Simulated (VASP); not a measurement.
A run of VASP 6.6.1 is set up as follows.

The input INCAR:

```
  ALGO = Normal
  EDIFF = 1E-7
  ENCUT = 520
  GGA = CA
  ISIF = 2
  ISMEAR = -1
  LASPH = True
  LCHARG = False
  LREAL = Auto
  LWAVE = False
  NBANDS = 63
  NELM = 60
  PREC = Accurate
  SIGMA = 0.05
```

Contents of KPOINTS:

```
k-points
0
Gamma
  1 1 1
```

Contents of POSCAR:

```
MgI2
1.0
    8.2800000000      0.0000000000      0.0000000000
    0.0000000000      6.8800000000      0.0000000000
    0.0000000000      0.0000000000     20.5609200000
Mg I
6 12
Direct
    0.0000000000      0.0000000000      0.0486359560
    0.2760144928     -0.1109883721      0.2233849458
    0.5347222222     -0.1546366279      0.3989753377
    0.5000000000      0.0000000000      0.0486359560
    0.7481521739     -0.1027034884      0.2187645300
    1.0317632850     -0.1379505814      0.3994276521
    0.2500000000      0.2500000000      0.1067607870
    0.5167270531      0.6904215116      0.1411950438
    0.5157971014      0.1514098837      0.2663937217
    0.2715096618      0.6280232558      0.3196646843
    0.2881521739      0.0529505814      0.4554173646
    0.5158454106      0.4945203488      0.4669100410
    0.7500000000      0.2500000000      0.1067607870
    1.0058091787      0.6761627907      0.1129667350
    1.0189975845      0.1078197674      0.2762181848
    0.7721256039      0.6504796512      0.3120726115
    0.7778985507      0.0666860465      0.4551401396
    1.0091908213      0.4639970930      0.4672553563
```

Potentials or basis: VASP PAW LDA potentials, release 64 (Mg, I).

The run is started by

```console
$ cat potpaw_LDA.64/Mg/POTCAR potpaw_LDA.64/I/POTCAR > POTCAR
$ mpirun -np 1 vasp_gam > vasp.out
```

Question: Predict the band gap on the k mesh.

Answer: 0.02 eV.

Question: What does it give for the largest force?

Answer: 1.061 eV/Å.

Forces on the atoms (eV/Å):
```
Mg   0.001  0.911  0.543
Mg   0.016  0.353  0.017
Mg  -0.091 -0.415 -0.039
Mg  -0.013  0.344  0.674
Mg   0.159  0.756 -0.388
Mg  -0.043 -0.581 -0.029
I    0.129 -0.785 -0.440
I   -0.324  0.169  0.104
I   -0.109 -0.133  0.039
I   -0.012 -0.075 -0.042
I   -0.197 -0.025 -0.089
I    0.160  0.430  0.022
I    0.155 -0.809 -0.486
I    0.028  0.049  0.179
I    0.027  0.039 -0.246
I   -0.059 -0.709  0.536
I    0.007 -0.278 -0.164
I    0.164  0.760 -0.193
```

Caveat: the k points lie up to 0.91 Å⁻¹ apart; spin-orbit coupling is left out, which moves the levels of the heavy elements.
